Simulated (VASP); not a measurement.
A run of VASP 6.6.1:

File POSCAR:

```
Sb
1.0
    2.1964499421      1.2681209653      3.8317049867
   -2.1964499421      1.2681209653      3.8317049867
    0.0000000000     -2.5362419306      3.8317049867
Sb
2
Direct
    0.7665100000      0.7665100000      0.7665100000
    0.2334900000      0.2334900000      0.2334900000
```

The input INCAR.step1:

```
PREC     = Accurate       # precision mode
ENCUT    = 520            # plane-wave cutoff, eV
EDIFF    = 1E-5           # SCF threshold, eV
ISMEAR   = -1             # smearing method
SIGMA    = 0.05           # smearing width, eV
LREAL    = False          # projectors in reciprocal space
LASPH    = True           # aspherical terms in the spheres
NELM     = 60             # most SCF steps
ALGO     = Normal         # electronic algorithm
ISIF     = 2              # what is computed and relaxed
LWAVE    = True           # write WAVECAR
LCHARG   = False          # write CHGCAR
NBANDS   = 12             # bands
GGA      = PE             # functional
```

Contents of INCAR.step2:

```
PREC     = Accurate       # precision mode
ENCUT    = 520            # plane-wave cutoff, eV
EDIFF    = 1E-6           # SCF threshold, eV
ISMEAR   = -1             # smearing method
SIGMA    = 0.05           # smearing width, eV
LREAL    = False          # projectors in reciprocal space
LASPH    = True           # aspherical terms in the spheres
NELM     = 60             # most SCF steps
ALGO     = Normal         # electronic algorithm
ISIF     = 2              # what is computed and relaxed
LWAVE    = False          # write WAVECAR
LCHARG   = False          # write CHGCAR
GGA      = PE             # functional
LHFCALC  = True           # exact exchange
HFSCREEN = 0.2079         # screening, 1/A
PRECFOCK = Normal       
NBANDS   = 12             # bands
ISTART   = 1
```

Contents of KPOINTS:

```
Automatic mesh
0
Gamma
  4 4 4
```

Potentials or basis: VASP PAW PBE potentials, release 64 (Sb).

The run is started by

```bash
$ cat potpaw_PBE.64/Sb/POTCAR > POTCAR
$ cp INCAR.step1 INCAR
$ mpirun -np 1 vasp_std > vasp.out
$ cp INCAR.step2 INCAR
$ mpirun -np 1 vasp_std > vasp.out
```

Hardware: 1 thread of Intel Xeon 8259CL, on a shared host.

Question: How long does it take, and how much memory?

Answer: It took 21 min on 1 thread of Intel Xeon 8259CL (shared host), peak memory 0.31 GiB. Counts: k points 13.
